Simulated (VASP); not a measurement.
# Ca8C in VASP: single point with PBE

Aim: the single point of Ca8C with PBE.

Everything below comes from runs of VASP 6.6.1. Logs are shortened: lines on timing, memory, paths and dates and some standing lists are left out, and cuts for length are marked.

### 1 The cell of the first run

The cell holds a slab with vacuum, 9 atoms: a = 7.813 Å, b = 7.813 Å, c = 18.498 Å, α = 90.00°, β = 90.00°, γ = 120.00°.

### 2 Single point, PBE

File INCAR:

```
PREC = Accurate ; ENCUT = 520
EDIFF = 1E-7 ; ISMEAR = 0
SIGMA = 0.1 ; LREAL = F
LASPH = T ; NELM = 80
ALGO = Normal ; ISIF = 2
LWAVE = F ; LCHARG = T
LDIPOL = T ; IDIPOL = 3
DIPOL = 0.5 0.5 0.317 ; GGA = PE
LELF = T ; LVHAR = T
LVACPOTAV = T ; NBANDS = 52
```

File KPOINTS:

```
Automatic mesh
0
Gamma
  6 6 1
```

File POSCAR:

```
Ca8C
1.0
    7.8132359333      0.0000000000      0.0000000000
   -3.9066179666      6.7664608040      0.0000000000
    0.0000000000      0.0000000000     18.4977493743
Ca C
8 1
Direct
    0.3333333333      0.1666666666      0.2162425233
    0.3333333333      0.6666666666      0.2162425233
    0.8333333333      0.1666666667      0.2162425233
    0.8333333333      0.6666666667      0.2162425233
    0.1666666667      0.3333333334      0.3783027455
    0.1666666667      0.8333333333      0.3783027455
    0.6666666667      0.3333333333      0.3783027455
    0.6666666667      0.8333333334      0.3783027455
    0.3333333333      0.4166666666      0.4741044460
```

Potentials or basis: VASP PAW PBE potentials, release 64 (Ca_sv, C).

On the command line:

```sh
$ cat potpaw_PBE.64/Ca_sv/POTCAR potpaw_PBE.64/C/POTCAR > POTCAR
$ mpirun -np 1 vasp_std > vasp.out
```

OUTCAR:

```text
PREC = Accurate
   ENCUT = 520
   EDIFF = 1E-7
   ISMEAR = 0
   LREAL = F
   LASPH = T
   NELM = 80
   ISIF = 2
   GGA = PE

 ion  position               nearest neighbor table
   1  0.333  0.167  0.216-
   2  0.333  0.667  0.216-
   3  0.833  0.167  0.216-
   4  0.833  0.667  0.216-
   5  0.167  0.333  0.378-   9 2.10
   6  0.167  0.833  0.378-
   7  0.667  0.333  0.378-
   8  0.667  0.833  0.378-
   9  0.333  0.417  0.474-   5 2.10

  LATTYP: Found a hexagonal cell.
 ALAT       =     7.8132359333
 C/A-ratio  =     2.3674889037

  Lattice vectors:

 A1 = (   7.8132359333,   0.0000000000,   0.0000000000)
 A2 = (  -3.9066179666,   6.7664608040,   0.0000000000)
 A3 = (   0.0000000000,   0.0000000000,  18.4977493743)

Analysis of symmetry for initial positions (statically):
=====================================================================
 Subroutine PRICEL returns:
 Original cell was already a primitive cell.

 Routine SETGRP: Setting up the symmetry group for a
 hexagonal supercell.

 Subroutine GETGRP returns: Found  2 space group operations
 (whereof  1 operations were pure point group operations)
 out of a pool of 24 trial point group operations.

The static configuration has the point symmetry C_1 .
 The point group associated with its full space group is C_1h.

Analysis of symmetry for dynamics (positions and initial velocities):
=====================================================================
 Subroutine PRICEL returns:
 Original cell was already a primitive cell.

 Routine SETGRP: Setting up the symmetry group for a
 hexagonal supercell.

 Subroutine GETGRP returns: Found  2 space group operations
 (whereof  1 operations were pure point group operations)
 out of a pool of 24 trial point group operations.

The dynamic configuration has the point symmetry C_1 .
 The point group associated with its full space group is C_1h.

 Subroutine INISYM returns: Found  2 space group operations
 (whereof  1 operations are pure point group operations),
 and found     1 'primitive' translations

----------------------------------------------------------------------------------------

                                     Primitive cell

  volume of cell :     977.9382

  direct lattice vectors                    reciprocal lattice vectors
     7.813235933  0.000000000  0.000000000     0.127987944  0.073893874  0.000000000
    -3.906617967  6.766460804  0.000000000     0.000000000  0.147787747  0.000000000
     0.000000000  0.000000000 18.497749374     0.000000000  0.000000000  0.054060631

  length of vectors
     7.813235933  7.813235933 18.497749374     0.147787747  0.147787747  0.054060631

  position of ions in fractional coordinates (direct lattice)
     0.333333333  0.166666667  0.216242523
     0.333333333  0.666666667  0.216242523
     0.833333333  0.166666667  0.216242523
     0.833333333  0.666666667  0.216242523
     0.166666667  0.333333333  0.378302746
     0.166666667  0.833333333  0.378302746
     0.666666667  0.333333333  0.378302746
     0.666666667  0.833333333  0.378302746
     0.333333333  0.416666667  0.474104446

  ion indices of the primitive-cell ions
   primitive index   ion index
                 1           1
                 2           2
                 3           3
                 4           4
                 5           5
                 6           6
                 7           7
                 8           8
                 9           9

----------------------------------------------------------------------------------------

 KPOINTS: Automatic mesh

Automatic generation of k-mesh.
 Grid dimensions read from file:
 generate k-points for:    6    6    1

 Generating k-lattice:

  Cartesian coordinates                     Fractional coordinates (reciprocal lattice)
     0.021331324  0.012315646  0.000000000     0.166666667  0.000000000  0.000000000
     0.000000000  0.024631291  0.000000000     0.000000000  0.166666667  0.000000000
     0.000000000  0.000000000  0.054060631     0.000000000  0.000000000  1.000000000

  Length of vectors
     0.024631291  0.024631291  0.054060631

  Shift w.r.t. Gamma in fractional coordinates (k-lattice)
     0.000000000  0.000000000  0.000000000

 Subroutine IBZKPT returns following result:
 ===========================================

 Found     13 irreducible k-points:

 Following reciprocal coordinates:
            Coordinates               Weight
  0.000000  0.000000  0.000000      1.000000
  0.166667  0.000000  0.000000      2.000000
  0.000000  0.166667  0.000000      4.000000
  0.333333  0.000000  0.000000      2.000000
  0.000000  0.333333  0.000000      4.000000
  0.500000  0.000000  0.000000      1.000000
  0.000000  0.500000  0.000000      2.000000
  0.166667  0.166667  0.000000      4.000000
 -0.166667  0.333333  0.000000      2.000000
  0.333333  0.166667  0.000000      4.000000
 -0.166667  0.500000  0.000000      4.000000
  0.500000  0.333333  0.000000      4.000000
  0.333333  0.333333  0.000000      2.000000
   k-points           NKPTS =     13   k-points in BZ     NKDIM =     13   number of bands    NBANDS=     52
   number of dos      NEDOS =    301   number of ions     NIONS =      9
   total plane-waves  NPLWV = 504000
   dimension x,y,z NGX =    60 NGY =   60 NGZ =  140
   dimension x,y,z NGXF=   120 NGYF=  120 NGZF=  280
   ions per type =               8   1
   NGX,Y,Z   is equivalent  to a cutoff of  12.77, 12.77, 12.58 a.u.
   NGXF,Y,Z  is equivalent  to a cutoff of  25.53, 25.53, 25.16 a.u.
 SYSTEM =  unknown system
   PREC   = accura    normal or accurate (medium, high low for compatibility)
   ISTART =      0    job   : 0-new  1-cont  2-samecut
   ICHARG =      2    charge: 1-file 2-atom 10-const
   ISPIN  =      1    spin polarized calculation?
   LNONCOLLINEAR =      F non collinear calculations
   LSORBIT =      F    spin-orbit coupling
   LASPH  =      T    aspherical Exc in radial PAW
   ENCUT  =  520.0 eV  38.22 Ry    6.18 a.u.  14.53 14.53 34.39*2*pi/ulx,y,z
   NELM   =     80;   NELMIN=  2; NELMDL= -5     # of ELM steps
   EDIFF  = 0.1E-06   stopping-criterion for ELM
   LREAL  =      F    real-space projection
   EDIFFG = 0.1E-05   stopping-criterion for IOM
   NSW    =      0    number of steps for IOM
   IBRION =     -1    ionic relax: 0-MD 1-quasi-New 2-CG
   NFREE  =      0    steps in history (QN), initial steepest desc. (CG)
   ISIF   =      2    stress and relaxation
   ISYM   =      2    0-nonsym 1-usesym 2-fastsym
   POTIM  = 0.5000    time-step for ionic-motion
   TEBEG  =    0.0;   TEEND  =   0.0 temperature during run
   PSTRESS=    0.0 pullay stress
   NELECT =      84.0000    total number of electrons
   NUPDOWN=      -1.0000    fix difference up-down
   EMIN   =  10.00;   EMAX   =-10.00  energy-range for DOS
   EFERMI =   0.00;   METHOD = LEGACY
   ISMEAR =     0;   SIGMA  =   0.10  broadening in eV -4-tet -1-fermi 0-gaus
   EFERMI_NEDOS =   21; number of points for ismear=-14 and -15
   IALGO  =     38    algorithm
   IMIX   =      4    mixing-type and parameters
     AMIX     =   0.40;   BMIX     =  1.00
     AMIX_MAG =   1.60;   BMIX_MAG =  1.00
  volume/ion in A,a.u.               =     108.66       733.27
  Fermi-wavevector in a.u.,A,eV,Ry     =   0.722322  1.364990  7.098825  0.521749
  Thomas-Fermi vector in A             =   1.812255
   LORBIT       =      0    0 simple, 1 ext, 2 COOP (PROOUT), +10 PAW based schemes
   GGA     = PE    functional components
   LHFCALC =     F    Hartree Fock is set to
   AEXX    =    0.0000 exact exchange contribution
   IVDW    =     0    specifies the selected vdW correction
   LEPSILON=     F    determine dielectric tensor
   LRPA    =     F    only Hartree local field effects (RPA)
 non-spin polarized calculation
 Gauss-broadening in eV      SIGMA  =   0.10
  energy-cutoff  :      520.00
  volume of cell :      977.94
 maximum number of plane-waves:     26463
 NGX is ok and might be reduce to    60
   NGX = 29   NGY = 29   NGZ = 69

 number of electron      83.9999987 magnetization

 dipolmoment           0.000000      0.000000      0.379107 electrons x Angstroem

 Free energy of the ion-electron system (eV)
  ---------------------------------------------------
  ext. energy  EPLUGINS =         0.00000000
  ---------------------------------------------------
  free energy    TOTEN  =       -16.54025736 eV

  energy without entropy =      -16.48366494  energy(sigma->0) =      -16.51196115

 E-fermi :  -1.4596     XC(G=0):  -3.5557

 val. band max:       -1.4649203099   @ k =   0.3333   0.0000   0.0000
 cond. band min:      -1.4535803019   @ k =   0.0000   0.5000   0.0000
 fundamental gap:      0.0113400081
 Fermi energy:        -1.4596418008

 k-point     1 :       0.0000    0.0000    0.0000
  band No.  band energies     occupation
      1     -43.9329      2.00000
      2     -43.8296      2.00000
      3     -43.8249      2.00000
      4     -43.7603      2.00000
      5     -43.7402      2.00000
      6     -43.7292      2.00000
[... 44 lines left out ...]
     51      -0.7423      0.00000
     52      -0.4903      0.00000

 k-point     2 :       0.1667    0.0000    0.0000
  band No.  band energies     occupation
      1     -43.9329      2.00000
      2     -43.8295      2.00000
      3     -43.8249      2.00000
      4     -43.7603      2.00000
      5     -43.7402      2.00000
      6     -43.7292      2.00000
[... 44 lines left out ...]
     51      -0.7100      0.00000
     52      -0.4967      0.00000
[... 548 lines left out ...]
     51      -0.5080      0.00000
     52      -0.4580      0.00000

 k-point    13 :       0.3333    0.3333    0.0000
  band No.  band energies     occupation
      1     -43.9329      2.00000
      2     -43.8282      2.00000
      3     -43.8261      2.00000
      4     -43.7602      2.00000
      5     -43.7405      2.00000
      6     -43.7284      2.00000
[... 44 lines left out ...]
     51      -0.4297      0.00000
     52      -0.3905      0.00000

------------------------ aborting loop because EDIFF is reached ----------------------------------------

  FORCE on cell =-STRESS in cart. coord.  units (eV):
  Direction    XX          YY          ZZ          XY          YZ          ZX
  --------------------------------------------------------------------------------------
  -------------------------------------------------------------------------------------
  Total       -0.8256202     -1.2557953      1.1071342      0.3725425      1.2979937      2.2481906
  in kB       -1.3526316     -2.0573967      1.8138421      0.6103445      2.1265312      3.6832594
  external PRESSURE =      -0.5320621 kB  Pullay stress =       0.0000000 kB

 VOLUME and BASIS-vectors are now :
 -----------------------------------------------------------------------------
  energy-cutoff  :      520.00
  volume of cell :      977.94
      direct lattice vectors                 reciprocal lattice vectors
     7.813235933  0.000000000  0.000000000     0.127987944  0.073893874  0.000000000
    -3.906617967  6.766460804  0.000000000     0.000000000  0.147787747  0.000000000
     0.000000000  0.000000000 18.497749374     0.000000000  0.000000000  0.054060631

 POSITION                                       TOTAL-FORCE (eV/Angst)
 -----------------------------------------------------------------------------------
      1.95331      1.12774      4.00000         0.014222     -0.064320     -0.137325
      0.00000      4.51097      4.00000        -0.048592      0.044477     -0.137325
      5.85993      1.12774      4.00000         0.037263      0.021514     -0.012581
      3.90662      4.51097      4.00000         0.047165      0.027231     -0.074099
      0.00000      2.25549      6.99775        -0.603608     -0.348493     -1.009904
     -1.95331      5.63872      6.99775         0.138525      0.079977      0.297344
      3.90662      2.25549      6.99775        -0.726022      0.173671      0.514513
      1.95331      5.63872      6.99775        -0.212608     -0.715589      0.514513
      0.97665      2.81936      8.76987         1.353655      0.781533      0.044864
 -----------------------------------------------------------------------------------
    total drift:                                0.000022      0.000009     -0.000372

  FREE ENERGIE OF THE ION-ELECTRON SYSTEM (eV)
  ---------------------------------------------------
  free  energy   TOTEN  =       -16.5402573580 eV

  energy  without entropy=      -16.4836649398  energy(sigma->0) =      -16.51196115

 vacuum level on the upper side and lower side of the slab         2.701         1.402
```

Wall time 22 min (1 thread of Intel Xeon Platinum 8488C (Sapphire Rapids), shared host); peak memory 1.2 GiB.

Results:

```
Free energy            : -16.5403 eV
Largest force          : 1.564 eV/Å
Band gap on the k mesh : zero (bands 42 and 43 overlap by 0.19 eV)
```

Forces in eV/Å, atoms in the order of the input:
```
Ca   0.014 -0.064 -0.137
Ca  -0.049  0.044 -0.137
Ca   0.037  0.022 -0.013
Ca   0.047  0.027 -0.074
Ca  -0.604 -0.348 -1.010
Ca   0.139  0.080  0.297
Ca  -0.726  0.174  0.515
Ca  -0.213 -0.716  0.515
C    1.354  0.782  0.045
```

Levels at points of the mesh, in eV from the Fermi level:
```tsv
k point	band 39	band 40	band 41	band 42	band 43	band 44	band 45	band 46
(0.00, 0.00, 0.00)	-0.67	-0.61	-0.57	-0.25	-0.13	0.16	0.32	0.39
(0.50, 0.00, 0.00)	-0.89	-0.44	-0.21	0.06	0.30	0.30	0.44	0.53
(0.00, 0.50, 0.00)	-0.90	-0.33	-0.20	0.01	0.26	0.38	0.43	0.47
```
